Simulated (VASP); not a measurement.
Write the native input for VASP 6.6.1 that does the following.

- Task: single point
- Functional: PBE
- Potentials or basis: VASP PAW PBE potentials, release 64 (Al, N)
- Cutoff: 520 eV
- k mesh: 9 × 9 × 6
- Occupations: gaussian, width 0.05 eV
- Spin: no spin polarisation
- Dipole correction: no
- Further INCAR settings: ALGO = Normal; EDIFF = 1e-06; NBANDS = 16

The structure of AlN lies in POSCAR:

```
AlN
1.0
    3.0986000000      0.0000000000      0.0000000000
   -1.5493000000      2.6834663162      0.0000000000
    0.0000000000      0.0000000000      5.0169562961
Al N
2 2
Direct
    0.3333333333      0.6666666667      0.0026068735
    0.6666666667      0.3333333333      0.5026068735
    0.3333333333      0.6666666667      0.3823931265
    0.6666666667      0.3333333333      0.8823931265
```

The input as run:

INCAR

```
PREC     = Accurate       # precision mode
ENCUT    = 520            # plane-wave cutoff, eV
EDIFF    = 1E-6           # SCF threshold, eV
ISMEAR   = 0              # smearing method
SIGMA    = 0.05           # smearing width, eV
LREAL    = F              # projectors in reciprocal space
LASPH    = T              # aspherical terms in the spheres
NELM     = 80             # most SCF steps
ALGO     = Normal         # electronic algorithm
ISIF     = 2              # what is computed and relaxed
LWAVE    = F              # write WAVECAR
LCHARG   = F              # write CHGCAR
GGA      = PE             # functional
NBANDS   = 16             # bands
```

KPOINTS

```
regular mesh
0
Gamma
  9 9 6
```

Potentials or basis: VASP PAW PBE potentials, release 64 (Al, N).

Run with:

```console
$ cat potpaw_PBE.64/Al/POTCAR potpaw_PBE.64/N/POTCAR > POTCAR
$ mpirun -np 1 vasp_std > vasp.out
```

It gave:

```yaml
Pressure: 4.0 GPa
Band_gap_on_the_k_mesh: 4.27 eV, direct
```

Run time: 17 s on 1 thread of AMD EPYC 9R45 (Zen 5) (shared host), peak memory 0.13 GiB.
